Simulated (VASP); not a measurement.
Write the native input for VASP 6.6.1 that does the following.

```
Task                   : single point
Functional             : LDA
Potentials or basis    : VASP PAW LDA potentials, release 64 (Os)
Cutoff                 : 520 eV
k mesh                 : 9 × 9 × 5
Occupations            : fermi-dirac, width 0.05 eV
Spin                   : no spin polarisation
Dipole correction      : no
Further INCAR settings : ALGO = Normal; EDIFF = 1e-06; NBANDS = 15
```

The structure of Os lies in POSCAR:

```
Os
1.0
    2.7133018524      0.0000000000      0.0000000000
   -1.3566509262      2.3497883323      0.0000000000
    0.0000000000      0.0000000000      4.2933428030
Os
2
Direct
    0.3333333333      0.6666666667      0.2500000000
    0.6666666667      0.3333333333      0.7500000000
```

These files were run (other wordings do the same):

INCAR

```
SYSTEM = Os
PREC = Accurate
ENCUT = 520
EDIFF = 1E-6
ISMEAR = -1
SIGMA = 0.05
LREAL = .False.
LASPH = .True.
NELM = 100
ALGO = Normal
ISIF = 2
LWAVE = .False.
LCHARG = .False.
NBANDS = 15
```

KPOINTS

```
regular mesh
0
Gamma
  9 9 5
  0 0 0
```

Potentials or basis: VASP PAW LDA potentials, release 64 (Os).

Launch:

```sh
$ cat potpaw_LDA.64/Os/POTCAR > POTCAR
$ mpirun -np 1 vasp_std > vasp.out
```

Results of the run:

The pressure is 1.1 GPa and the band gap on the k mesh is zero (band 8 reaches 11.82 eV, above the bottom of band 9 at 7.85 eV).

Caveat: spin-orbit coupling is left out, which moves the levels of the heavy elements.

Wall time 9.3 s on 1 thread of Intel(R) Xeon(R) Platinum 8488C (Sapphire Rapids), with other jobs on the host, peak memory 0.13 GiB.
